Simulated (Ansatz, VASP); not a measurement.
# RbLaSn3 in VASP and in Ansatz

```
Rb La Sn
1.0
     4.51291    0.00000    0.00000
     0.00000    4.51291    0.00000
     0.00000    0.00000    9.08695
Rb La Sn
1 1 3
Direct
  0.50000 0.50000 0.50000
  0.00000 0.00000 0.50000
  0.50000 0.50000 0.15361
  0.50000 0.50000 0.84639
  0.00000 0.00000 0.00000
```

Alike in both runs: functional PBE; k mesh 4 × 4 × 2; occupations gaussian, width 0.2 eV; no spin polarisation.

Ansatz relaxed the structure, and its values are those at the end. VASP's run is a single point on that final structure, the one shown.

```csv
,VASP,Ansatz
version,VASP 6.6.1,Ansatz 0.2.0
potentials or method,"VASP PAW PBE potentials, release 64 (Rb_sv, La, Sn_d), cutoff 520 eV","scalar-relativistic, plane waves, PAW"
valence electrons in the cell,62,62
```

```tsv
	VASP	Ansatz	Ansatz less VASP
gap on the k mesh at the Fermi level (eV)	none	none	-
pressure (GPa)	0.3	0.3	0.00
rms of the force components (eV/Å)	0.008	0.008	0.0000
```

A gap of «none» marks a metal or a gap that the smearing closes.

Spin-orbit coupling is off throughout.
